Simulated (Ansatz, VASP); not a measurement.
Al3BP4 in VASP and in Ansatz

```
Al B P
1.0
    -2.63887    2.63887    5.24663
     2.63887   -2.63887    5.24663
     2.63887    2.63887   -5.24663
Al B P
3 1 4
Cartesian
  2.6389 0.0000 2.6233
  0.0000 2.6389 2.6233
  0.0000 0.0000 5.2466
  0.0000 0.0000 0.0000
  1.1543 1.1543 -1.1965
  1.4846 1.4846 4.0501
  1.4846 -1.4846 6.4432
  -1.4846 1.4846 6.4432
```

Alike in both runs: functional PBE; k mesh 5 × 5 × 5; occupations gaussian, width 0.2 eV; no spin polarisation.

Ansatz relaxed the structure, and its values are those at the end. VASP's run is a single point on that final structure, the one shown.

```csv
,VASP,Ansatz
version,VASP 6.6.1,Ansatz 0.2.0
potentials or method,"VASP PAW PBE potentials, release 64 (Al, B, P), cutoff 520 eV","scalar-relativistic, plane waves, PAW"
valence electrons in the cell,32,32
```

```csv
,VASP,Ansatz,Ansatz less VASP
gap on the k mesh at the Fermi level (eV),1.14,1.14,+0.002
least direct gap on the mesh (eV),1.14,1.14,+0.002
pressure (GPa),-0.1,0.0,+0.12
rms of the force components (eV/Å),0.005,0.005,+0.0004
```
